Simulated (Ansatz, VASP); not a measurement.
# CdS: VASP beside Ansatz

```
CELL_PARAMETERS angstrom
3.89844 0.00000 0.00000
0.00000 5.51149 0.00000
0.00000 0.00000 3.89810
ATOMIC_POSITIONS crystal
Cd 0.50000 0.50000 0.24303
Cd 0.00000 0.00000 0.75697
S 0.50000 0.00000 0.25516
S 0.00000 0.50000 0.74484
```

Alike in both runs: task single point; functional PBEsol; k mesh 6 × 4 × 6; occupations fermi-dirac, width 0.1 eV; no spin polarisation.

```csv
,VASP,Ansatz
version,VASP 6.6.1,Ansatz 0.2.0
potentials or method,"VASP PAW PBE potentials, release 64 (Cd, S)","plane waves, PAW"
plane-wave cutoff (eV),500,420
valence electrons in the cell,36,52
```

```csv
,VASP,Ansatz,Ansatz less VASP
pressure (GPa),-4.2,-4.6,-0.41
```

VASP's potentials were made for PBE, not for PBEsol. VASP's potentials hold 36 valence electrons a cell and Ansatz's 52, so a difference there can come from the potentials and not from the codes.
